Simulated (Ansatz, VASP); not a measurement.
## One calculation of TiC3, two programs

```
Ti C
1.0
     3.19814    0.00000    0.00000
     0.00000    3.19814    0.00000
     0.00000    0.00000    3.19814
Ti C
1 3
Direct
  0.50000 0.50000 0.50000
  0.50000 0.00000 0.00000
  0.00000 0.50000 0.00000
  0.00000 0.00000 0.50000
```

Alike in both runs: task single point; functional PBE; k mesh 6 × 6 × 6; occupations gaussian, width 0.1 eV; collinear spin.

|  | VASP | Ansatz |
| --- | --- | --- |
| version | VASP 6.6.1 | Ansatz 0.2.0 |
| potentials or method | VASP PAW PBE potentials, release 64 (Ti_sv, C), cutoff 520 eV | scalar-relativistic, plane waves, PAW |
| valence electrons in the cell | 24 | 24 |

```tsv
	VASP	Ansatz	Ansatz less VASP
gap on the k mesh at the Fermi level (eV)	none	none	-
pressure (GPa)	0.5	0.2	-0.25
net moment per atom (μB)	0.00	0.00	0.000
```

A gap of «none» marks a metal or a gap that the smearing closes. Ansatz's warnings: seeded moment not kept.
